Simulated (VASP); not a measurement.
# Re (Fm-3m) in VASP: notebook

The runs below take Re through single point, relaxation of cell and atoms, with r2SCAN.

Everything below comes from runs of VASP 6.6.1. Logs are shortened: lines on timing, memory, paths and dates and some standing lists are left out, and cuts for length are marked.

## (1) The cell of the first run

It takes space group Fm-3m (No. 225, cubic). Conventional cell: a = 3.893 Å, b = 3.893 Å, c = 3.893 Å, α = 90.00°, β = 90.00°, γ = 90.00°. Within 3.6 Å of Re (site symmetry m-3m) lie 12 Re at 2.75 Å.

This isn't the form of Re at room conditions, which is hcp.

## (2) Single point, r2SCAN

POSCAR

```
Re
1.0
    3.8929023676      0.0000000000      0.0000000000
    0.0000000000      3.8929023676      0.0000000000
    0.0000000000      0.0000000000      3.8929023676
Re
4
Direct
    0.0000000000      0.0000000000      0.0000000000
    0.0000000000      0.5000000000      0.5000000000
    0.5000000000      0.0000000000      0.5000000000
    0.5000000000      0.5000000000      0.0000000000
```

INCAR.step1

```
SYSTEM = Re
PREC = Accurate ; ENCUT = 520
ISMEAR = 0 ; SIGMA = 0.1
LREAL = .False. ; LASPH = .True.
NELM = 100 ; NBANDS = 22
GGA = PE ; ALGO = Normal
EDIFF = 1E-4 ; LWAVE = .True.
LCHARG = .False.
```

INCAR.step2

```
SYSTEM = Re
PREC = Accurate ; ENCUT = 520
EDIFF = 1E-7 ; ISMEAR = 0
SIGMA = 0.1 ; LREAL = .False.
LASPH = .True. ; NELM = 100
ALGO = Normal ; ISIF = 2
LWAVE = .False. ; LCHARG = .False.
METAGGA = R2SCAN ; LMIXTAU = .True.
NBANDS = 22 ; ISTART = 1
```

KPOINTS

```
regular mesh
0
Gamma
  6 6 6
  0 0 0
```

Potentials or basis: VASP PAW PBE potentials, release 64 (Re).

The run is started by

```sh
> cat potpaw_PBE.64/Re/POTCAR > POTCAR
> cp INCAR.step1 INCAR
> mpirun -np 1 vasp_std > vasp.out
> cp INCAR.step2 INCAR
> mpirun -np 1 vasp_std > vasp.out
```

OUTCAR:

```text
SYSTEM = Re
   PREC = Accurate
   ENCUT = 520
   EDIFF = 1E-7
   ISMEAR = 0
   LREAL = .False.
   LASPH = .True.
   NELM = 100
   ISIF = 2
   METAGGA = R2SCAN
   ISTART = 1

 ion  position               nearest neighbor table
   1  0.000  0.000  0.000-   2 2.75   3 2.75   4 2.75   2 2.75   3 2.75   2 2.75   4 2.75   2 2.75
                             3 2.75   4 2.75   3 2.75   4 2.75
   2  0.000  0.500  0.500-   1 2.75   3 2.75   4 2.75   1 2.75   4 2.75   1 2.75   3 2.75   1 2.75
                             3 2.75   4 2.75   4 2.75   3 2.75
   3  0.500  0.000  0.500-   1 2.75   2 2.75   4 2.75   1 2.75   4 2.75   2 2.75   4 2.75   4 2.75
                             1 2.75   2 2.75   1 2.75   2 2.75
   4  0.500  0.500  0.000-   1 2.75   2 2.75   3 2.75   2 2.75   3 2.75   1 2.75   3 2.75   3 2.75
                             1 2.75   2 2.75   2 2.75   1 2.75

  LATTYP: Found a simple cubic cell.
 ALAT       =     3.8929023676

  Lattice vectors:

 A1 = (   3.8929023676,   0.0000000000,   0.0000000000)
 A2 = (   0.0000000000,   3.8929023676,   0.0000000000)
 A3 = (   0.0000000000,   0.0000000000,   3.8929023676)

Analysis of symmetry for initial positions (statically):
=====================================================================
 Subroutine PRICEL returns following result:

  LATTYP: Found a face centered cubic cell.
 ALAT       =     3.8929023676

  Lattice vectors:

 A1 = (   1.9464511838,  -1.9464511838,   0.0000000000)
 A2 = (   1.9464511838,   0.0000000000,   1.9464511838)
 A3 = (   0.0000000000,  -1.9464511838,   1.9464511838)

   4 primitive cells build up your supercell.

 Routine SETGRP: Setting up the symmetry group for a
 simple cubic supercell.

 Subroutine GETGRP returns: Found 48 space group operations
 (whereof 48 operations were pure point group operations)
 out of a pool of 48 trial point group operations.

The static configuration has the point symmetry O_h .

Analysis of symmetry for dynamics (positions and initial velocities):
=====================================================================
 Subroutine PRICEL returns following result:

  LATTYP: Found a face centered cubic cell.
 ALAT       =     3.8929023676

  Lattice vectors:

 A1 = (   1.9464511838,  -1.9464511838,   0.0000000000)
 A2 = (   1.9464511838,   0.0000000000,   1.9464511838)
 A3 = (   0.0000000000,  -1.9464511838,   1.9464511838)

   4 primitive cells build up your supercell.

 Routine SETGRP: Setting up the symmetry group for a
 simple cubic supercell.

 Subroutine GETGRP returns: Found 48 space group operations
 (whereof 48 operations were pure point group operations)
 out of a pool of 48 trial point group operations.

The dynamic configuration has the point symmetry O_h .

 Subroutine INISYM returns: Found 48 space group operations
 (whereof 48 operations are pure point group operations),
 and found     4 'primitive' translations

----------------------------------------------------------------------------------------

                                     Primitive cell

  volume of cell :      14.7489

  direct lattice vectors                    reciprocal lattice vectors
     1.946451184 -1.946451184  0.000000000     0.256877750 -0.256877750 -0.256877750
     1.946451184  0.000000000  1.946451184     0.256877750  0.256877750  0.256877750
     0.000000000 -1.946451184  1.946451184    -0.256877750 -0.256877750  0.256877750

  length of vectors
     2.752697663  2.752697663  2.752697663     0.444925314  0.444925314  0.444925314

  position of ions in fractional coordinates (direct lattice)
     0.000000000  0.000000000  0.000000000

  ion indices of the primitive-cell ions
   primitive index   ion index
                 1           1

----------------------------------------------------------------------------------------

 KPOINTS: regular mesh

Automatic generation of k-mesh.
 Grid dimensions read from file:
 generate k-points for:    6    6    6

 Generating k-lattice:

  Cartesian coordinates                     Fractional coordinates (reciprocal lattice)
     0.042812958  0.000000000  0.000000000     0.166666667  0.000000000  0.000000000
     0.000000000  0.042812958  0.000000000     0.000000000  0.166666667  0.000000000
     0.000000000  0.000000000  0.042812958     0.000000000  0.000000000  0.166666667

  Length of vectors
     0.042812958  0.042812958  0.042812958

  Shift w.r.t. Gamma in fractional coordinates (k-lattice)
     0.000000000  0.000000000  0.000000000

 Subroutine IBZKPT returns following result:
 ===========================================

 Found     20 irreducible k-points:

 Following reciprocal coordinates:
            Coordinates               Weight
  0.000000  0.000000  0.000000      1.000000
  0.166667  0.000000  0.000000      6.000000
  0.333333  0.000000  0.000000      6.000000
  0.500000  0.000000  0.000000      3.000000
  0.166667  0.166667  0.000000     12.000000
  0.333333  0.166667  0.000000     24.000000
[... 12 lines left out ...]
  0.500000  0.500000  0.333333      6.000000
  0.500000  0.500000  0.500000      1.000000
   k-points           NKPTS =     20   k-points in BZ     NKDIM =     20   number of bands    NBANDS=     22
   number of dos      NEDOS =    301   number of ions     NIONS =      4
   total plane-waves  NPLWV =  27000
   dimension x,y,z NGX =    30 NGY =   30 NGZ =   30
   dimension x,y,z NGXF=    60 NGYF=   60 NGZF=   60
   ions per type =               4
   NGX,Y,Z   is equivalent  to a cutoff of  12.81, 12.81, 12.81 a.u.
   NGXF,Y,Z  is equivalent  to a cutoff of  25.62, 25.62, 25.62 a.u.
 SYSTEM =  Re
   PREC   = accura    normal or accurate (medium, high low for compatibility)
   ISTART =      1    job   : 0-new  1-cont  2-samecut
   ICHARG =      0    charge: 1-file 2-atom 10-const
   ISPIN  =      1    spin polarized calculation?
   LNONCOLLINEAR =      F non collinear calculations
   LSORBIT =      F    spin-orbit coupling
   LASPH  =      T    aspherical Exc in radial PAW
   ENCUT  =  520.0 eV  38.22 Ry    6.18 a.u.   7.24  7.24  7.24*2*pi/ulx,y,z
   NELM   =    100;   NELMIN=  2; NELMDL=  0     # of ELM steps
   EDIFF  = 0.1E-06   stopping-criterion for ELM
   LREAL  =      F    real-space projection
   EDIFFG = 0.1E-05   stopping-criterion for IOM
   NSW    =      0    number of steps for IOM
   IBRION =     -1    ionic relax: 0-MD 1-quasi-New 2-CG
   NFREE  =      0    steps in history (QN), initial steepest desc. (CG)
   ISIF   =      2    stress and relaxation
   ISYM   =      2    0-nonsym 1-usesym 2-fastsym
   POTIM  = 0.5000    time-step for ionic-motion
   TEBEG  =    0.0;   TEEND  =   0.0 temperature during run
   PSTRESS=    0.0 pullay stress
   NELECT =      28.0000    total number of electrons
   NUPDOWN=      -1.0000    fix difference up-down
   EMIN   =  10.00;   EMAX   =-10.00  energy-range for DOS
   EFERMI =   0.00;   METHOD = LEGACY
   ISMEAR =     0;   SIGMA  =   0.10  broadening in eV -4-tet -1-fermi 0-gaus
   EFERMI_NEDOS =   21; number of points for ismear=-14 and -15
   IALGO  =     38    algorithm
   IMIX   =      4    mixing-type and parameters
     AMIX     =   0.40;   BMIX     =  1.00
     AMIX_MAG =   1.60;   BMIX_MAG =  1.00
  volume/ion in A,a.u.               =      14.75        99.53
  Fermi-wavevector in a.u.,A,eV,Ry     =   1.276990  2.413160 22.187050  1.630702
  Thomas-Fermi vector in A             =   2.409614
   LORBIT       =      0    0 simple, 1 ext, 2 COOP (PROOUT), +10 PAW based schemes
   METAGGA = R2SCAN    functional components
   LHFCALC =     F    Hartree Fock is set to
   AEXX    =    0.0000 exact exchange contribution
   IVDW    =     0    specifies the selected vdW correction
   LEPSILON=     F    determine dielectric tensor
   LRPA    =     F    only Hartree local field effects (RPA)
 non-spin polarized calculation
 Gauss-broadening in eV      SIGMA  =   0.10
  energy-cutoff  :      520.00
  volume of cell :       59.00
 maximum number of plane-waves:      1622
 NGX is ok and might be reduce to    30
   NGX = 15   NGY = 15   NGZ = 15

 number of electron      28.0000001 magnetization

 Free energy of the ion-electron system (eV)
  ---------------------------------------------------
  ext. energy  EPLUGINS =         0.00000000
  ---------------------------------------------------
  free energy    TOTEN  =      -209.53752830 eV

  energy without entropy =     -209.51487603  energy(sigma->0) =     -209.52620217

 E-fermi :   7.9523     XC(G=0): -14.9778

 val. band max:        7.8840781981   @ k =   0.3333   0.3333   0.1667
 cond. band min:       7.9870599319   @ k =   0.5000   0.3333   0.0000
 fundamental gap:      0.1029817338
 Fermi energy:         7.9522710966

 k-point     1 :       0.0000    0.0000    0.0000
  band No.  band energies     occupation
      1      -2.6757      2.00000
      2       0.8469      2.00000
      3       0.8469      2.00000
      4       0.8469      2.00000
      5       1.6865      2.00000
      6       1.6865      2.00000
[... 14 lines left out ...]
     21      12.6242      0.00000
     22      12.6242      0.00000

 k-point     2 :       0.1667    0.0000    0.0000
  band No.  band energies     occupation
      1      -2.2285      2.00000
      2       1.0350      2.00000
      3       1.2088      2.00000
      4       1.2088      2.00000
      5       1.8964      2.00000
      6       2.0155      2.00000
[... 14 lines left out ...]
     21      12.6264      0.00000
     22      12.6264      0.00000

 k-point     3 :       0.3333    0.0000    0.0000
  band No.  band energies     occupation
      1      -0.9968      2.00000
      2       1.2717      2.00000
      3       2.1181      2.00000
      4       2.1181      2.00000
      5       2.5058      2.00000
      6       2.9817      2.00000
[... 14 lines left out ...]
     21      12.6310      0.00000
     22      12.6310      0.00000
[... 376 lines left out ...]
 k-point    19 :       0.5000    0.5000    0.3333
  band No.  band energies     occupation
      1       1.0426      2.00000
      2       1.0426      2.00000
      3       1.0426      2.00000
      4       1.0426      2.00000
      5       5.4952      2.00000
      6       5.4952      2.00000
[... 14 lines left out ...]
     21      12.6747      0.00000
     22      12.6747      0.00000

 k-point    20 :       0.5000    0.5000    0.5000
  band No.  band energies     occupation
      1       0.7435      2.00000
      2       0.7435      2.00000
      3       0.7435      2.00000
      4       0.7435      2.00000
      5       5.7726      2.00000
      6       5.7726      2.00000
[... 14 lines left out ...]
     21      11.8987      0.00000
     22      11.8987      0.00000

------------------------ aborting loop because EDIFF is reached ----------------------------------------

  FORCE on cell =-STRESS in cart. coord.  units (eV):
  Direction    XX          YY          ZZ          XY          YZ          ZX
  --------------------------------------------------------------------------------------
  -------------------------------------------------------------------------------------
  Total       -0.0140556     -0.0140556     -0.0140556      0.0000000      0.0000000     -0.0000000
  in kB       -0.3817156     -0.3817156     -0.3817156      0.0000000      0.0000000     -0.0000000
  external PRESSURE =      -0.3817156 kB  Pullay stress =       0.0000000 kB

 VOLUME and BASIS-vectors are now :
 -----------------------------------------------------------------------------
  energy-cutoff  :      520.00
  volume of cell :       59.00
      direct lattice vectors                 reciprocal lattice vectors
     3.892902368  0.000000000  0.000000000     0.256877750  0.000000000  0.000000000
     0.000000000  3.892902368  0.000000000     0.000000000  0.256877750  0.000000000
     0.000000000  0.000000000  3.892902368     0.000000000  0.000000000  0.256877750

 POSITION                                       TOTAL-FORCE (eV/Angst)
 -----------------------------------------------------------------------------------
      0.00000      0.00000      0.00000        -0.000000     -0.000000     -0.000000
      0.00000      1.94645      1.94645         0.000000     -0.000000     -0.000000
      1.94645      0.00000      1.94645        -0.000000      0.000000      0.000000
      1.94645      1.94645      0.00000         0.000000      0.000000      0.000000
 -----------------------------------------------------------------------------------
    total drift:                                0.000000      0.000000     -0.000000

  FREE ENERGIE OF THE ION-ELECTRON SYSTEM (eV)
  ---------------------------------------------------
  free  energy   TOTEN  =      -209.5375282993 eV

  energy  without entropy=     -209.5148760344  energy(sigma->0) =     -209.52620217
```

Wall time 1.9 min (1 thread of Oxide Virtual Turin-like, shared host); peak memory 0.15 GiB.

Results:

```yaml
Free_energy: -209.5375 eV
Pressure: 0.0 GPa
Band_gap_on_the_k_mesh: zero (bands 14 and 15 overlap by 4.05 eV)
```

Caveat: the PAW data sets were made with another functional, which shifts forces and pressure a little; spin-orbit coupling is left out, which moves the levels of the heavy elements.

(Part 1 of 2 ends here.)

The gap in the log of VASP goes by the Fermi energy; the results here count the filled bands.